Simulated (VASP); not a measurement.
# Al in VASP: single point with r2SCAN+rVV10

Aim: the single point of Al with r2SCAN+rVV10.

Everything below comes from runs of VASP 6.6.1. Logs are shortened: lines on timing, memory, paths and dates and some standing lists are left out, and cuts for length are marked.

## Step 1: The cell of the first run

The cell holds a slab with vacuum, 4 atoms: a = 2.933 Å, b = 2.933 Å, c = 29.577 Å, α = 90.00°, β = 90.00°, γ = 120.00°.

## Step 2: Single point, r2SCAN+rVV10

Contents of POSCAR:

```
Al
1.0
    2.9333614049      0.0000000000      0.0000000000
   -1.4666807025      2.5403654951      0.0000000000
    0.0000000000      0.0000000000     29.5774809653
Al
4
Direct
    0.3333333333      0.6666666667      0.5709065831
    0.0000000000      0.0000000000      0.6481844192
    0.6666666667      0.3333333333      0.7251574546
    0.3333333333      0.6666666667      0.8020308968
```

Contents of INCAR.step1:

```
SYSTEM = Al
PREC = Accurate
ENCUT = 440
ISMEAR = 1
SIGMA = 0.1
LREAL = .FALSE.
LASPH = .TRUE.
NELM = 120
LDIPOL = .TRUE.
IDIPOL = 3
DIPOL = 0.5 0.5 0.687
NBANDS = 14
GGA = PE
ALGO = Normal
EDIFF = 1E-5
LWAVE = .TRUE.
LCHARG = .FALSE.
GGA_COMPAT = .FALSE.
NELMDL = -8
```

Contents of INCAR.step2:

```
SYSTEM = Al
PREC = Accurate
ENCUT = 440
EDIFF = 1E-6
ISMEAR = 1
SIGMA = 0.1
LREAL = .FALSE.
LASPH = .TRUE.
NELM = 120
ALGO = Normal
ISIF = 2
LWAVE = .FALSE.
LCHARG = .FALSE.
LDIPOL = .TRUE.
IDIPOL = 3
DIPOL = 0.5 0.5 0.687
METAGGA = R2SCAN
LMIXTAU = .TRUE.
LUSE_VDW = .TRUE.
IVDW_NL = 2
BPARAM = 11.95
CPARAM = 0.0093
NBANDS = 14
ISTART = 1
GGA_COMPAT = .FALSE.
```

Contents of KPOINTS:

```
Automatic mesh
0
G
  15 15 1
  0 0 0
```

Potentials or basis: VASP PAW PBE potentials, release 64 (Al).

Run with:

```
$ cat potpaw_PBE.64/Al/POTCAR > POTCAR
$ cp INCAR.step1 INCAR
$ mpirun -np 1 vasp_std > vasp.out
$ cp INCAR.step2 INCAR
$ mpirun -np 1 vasp_std > vasp.out
```

OUTCAR:

```text
SYSTEM = Al
   PREC = Accurate
   ENCUT = 440
   EDIFF = 1E-6
   ISMEAR = 1
   LREAL = .FALSE.
   LASPH = .TRUE.
   NELM = 120
   ISIF = 2
   METAGGA = R2SCAN
   IVDW_NL = 2
   BPARAM = 11.95
   ISTART = 1

 ion  position               nearest neighbor table
   1  0.333  0.667  0.571-   2 2.84   2 2.84   2 2.84
   2  0.000  0.000  0.648-   3 2.84   3 2.84   3 2.84   1 2.84   1 2.84   1 2.84
   3  0.667  0.333  0.725-   4 2.84   4 2.84   4 2.84   2 2.84   2 2.84   2 2.84
   4  0.333  0.667  0.802-   3 2.84   3 2.84   3 2.84

  LATTYP: Found a hexagonal cell.
 ALAT       =     2.9333614049
 C/A-ratio  =    10.0831356531

  Lattice vectors:

 A1 = (   2.9333614049,   0.0000000000,   0.0000000000)
 A2 = (  -1.4666807025,   2.5403654951,   0.0000000000)
 A3 = (   0.0000000000,   0.0000000000,  29.5774809653)

Analysis of symmetry for initial positions (statically):
=====================================================================
 Subroutine PRICEL returns:
 Original cell was already a primitive cell.

 Routine SETGRP: Setting up the symmetry group for a
 hexagonal supercell.

 Subroutine GETGRP returns: Found  6 space group operations
 (whereof  6 operations were pure point group operations)
 out of a pool of 24 trial point group operations.

The static configuration has the point symmetry C_3v.

Analysis of symmetry for dynamics (positions and initial velocities):
=====================================================================
 Subroutine PRICEL returns:
 Original cell was already a primitive cell.

 Routine SETGRP: Setting up the symmetry group for a
 hexagonal supercell.

 Subroutine GETGRP returns: Found  6 space group operations
 (whereof  6 operations were pure point group operations)
 out of a pool of 24 trial point group operations.

The dynamic configuration has the point symmetry C_3v.

 Subroutine INISYM returns: Found  6 space group operations
 (whereof  6 operations are pure point group operations),
 and found     1 'primitive' translations

----------------------------------------------------------------------------------------

                                     Primitive cell

  volume of cell :     220.4058

  direct lattice vectors                    reciprocal lattice vectors
     2.933361405  0.000000000  0.000000000     0.340905828  0.196822072  0.000000000
    -1.466680702  2.540365495  0.000000000     0.000000000  0.393644144  0.000000000
[... 111 lines left out ...]
  Fermi-wavevector in a.u.,A,eV,Ry     =   0.620480  1.172537  5.238176  0.384995
  Thomas-Fermi vector in A             =   1.679646
   LORBIT       =      0    0 simple, 1 ext, 2 COOP (PROOUT), +10 PAW based schemes
   METAGGA = R2SCAN    functional components
   LHFCALC =     F    Hartree Fock is set to
   AEXX    =    0.0000 exact exchange contribution
   IVDW_NL    =     2    kernel type
   BPARAM     =11.9500
   IVDW    =     0    specifies the selected vdW correction
   LEPSILON=     F    determine dielectric tensor
   LRPA    =     F    only Hartree local field effects (RPA)
 non-spin polarized calculation
 Methfessel and Paxton  Order N= 1 SIGMA  =   0.10
  energy-cutoff  :      440.00
  volume of cell :      220.41
 maximum number of plane-waves:      4673
 NGX is ok and might be reduce to    20
   NGX =  9   NGY =  9   NGZ =101

 dipolmoment           0.000000      0.000000     -0.000116 electrons x Angstroem

 number of electron      12.0000000 magnetization

 dipolmoment           0.000000      0.000000      0.000194 electrons x Angstroem

 Free energy of the ion-electron system (eV)
  ---------------------------------------------------
  ext. energy  EPLUGINS =         0.00000000
  ---------------------------------------------------
  free energy    TOTEN  =       -25.52074227 eV

  energy without entropy =      -25.51846119  energy(sigma->0) =      -25.51998191

 E-fermi :  -0.3630     XC(G=0):  -3.8754

 val. band max:       -0.3715918826   @ k =   0.2667   0.2000   0.0000
 cond. band min:      -0.3465582607   @ k =   0.2667   0.2667   0.0000
 fundamental gap:      0.0250336219
 Fermi energy:        -0.3630359310

 k-point     1 :       0.0000    0.0000    0.0000
  band No.  band energies     occupation
      1     -11.6173      2.00000
      2     -10.4584      2.00000
      3      -8.6234      2.00000
      4      -6.1069      2.00000
      5      -3.6854      2.00000
      6      -0.4217      1.82817
      7       2.2617      0.00000
      8       3.5917      0.00000
      9       3.7522      0.00000
     10       4.4863      0.00000
     11       4.5035      0.00000
     12       5.8205      0.00000
     13       5.9786      0.00000
     14       7.7572      0.00000
[... 377 lines left out ...]
      1      -4.9853      2.00000
      2      -4.9121      2.00000
      3      -3.8799      2.00000
      4      -3.8352      2.00000
      5      -2.3211      2.00000
      6      -1.6832      2.00000
      7      -0.4937      2.06906
      8       0.0633     -0.00000
      9       0.8730     -0.00000
     10       1.2545     -0.00000
     11       2.5273      0.00000
     12       2.8101      0.00000
     13       3.0663      0.00000
     14       5.0490      0.00000

 [... further k-points ...]

------------------------ aborting loop because EDIFF is reached ----------------------------------------

 vacuum level on the upper side and lower side of the slab       (xc-potential included)        -0.047        -0.022

  FORCE on cell =-STRESS in cart. coord.  units (eV):
  Direction    XX          YY          ZZ          XY          YZ          ZX
  --------------------------------------------------------------------------------------
  -------------------------------------------------------------------------------------
  Total       -3.7926927     -3.7926927     -1.3038815      0.0000000     -0.0000000      0.0000000
  in kB      -27.5699053    -27.5699053     -9.4781974      0.0000000     -0.0000000      0.0000000
  external PRESSURE =     -21.5393360 kB  Pullay stress =       0.0000000 kB

 VOLUME and BASIS-vectors are now :
 -----------------------------------------------------------------------------
  energy-cutoff  :      440.00
  volume of cell :      220.41
      direct lattice vectors                 reciprocal lattice vectors
     2.933361405  0.000000000  0.000000000     0.340905828  0.196822072  0.000000000
    -1.466680702  2.540365495  0.000000000     0.000000000  0.393644144  0.000000000
     0.000000000  0.000000000 29.577480965     0.000000000  0.000000000  0.033809505

 POSITION                                       TOTAL-FORCE (eV/Angst)
 -----------------------------------------------------------------------------------
     -0.00000      1.69358     16.88598         0.000000     -0.000000      0.160185
      0.00000      0.00000     19.17166         0.000000     -0.000000      0.120976
      1.46668      0.84679     21.44833        -0.000000      0.000000     -0.156893
     -0.00000      1.69358     23.72205         0.000000     -0.000000     -0.124268
 -----------------------------------------------------------------------------------
    total drift:                                0.000003     -0.000002     -0.000653

  FREE ENERGIE OF THE ION-ELECTRON SYSTEM (eV)
  ---------------------------------------------------
  free  energy   TOTEN  =       -25.5207422662 eV

  energy  without entropy=      -25.5184611904  energy(sigma->0) =      -25.51998191

 vacuum level on the upper side and lower side of the slab         3.602         3.709
```

It took 4.5 min on 1 thread of Intel Xeon Platinum 8488C (Sapphire Rapids), shared host; peak memory 0.61 GiB.

What came out:

```
Free energy            : -25.5207 eV
Largest force          : 0.160 eV/Å
Band gap on the k mesh : zero (band 6 reaches 0.98 eV, above the bottom of band 7 at -1.05 eV)
```

Forces on the atoms (eV/Å):
```
Al   0.000  0.000  0.160
Al   0.000  0.000  0.121
Al   0.000  0.000 -0.157
Al   0.000  0.000 -0.124
```

Caveat: the PAW data sets were made with another functional, which shifts forces and pressure a little.
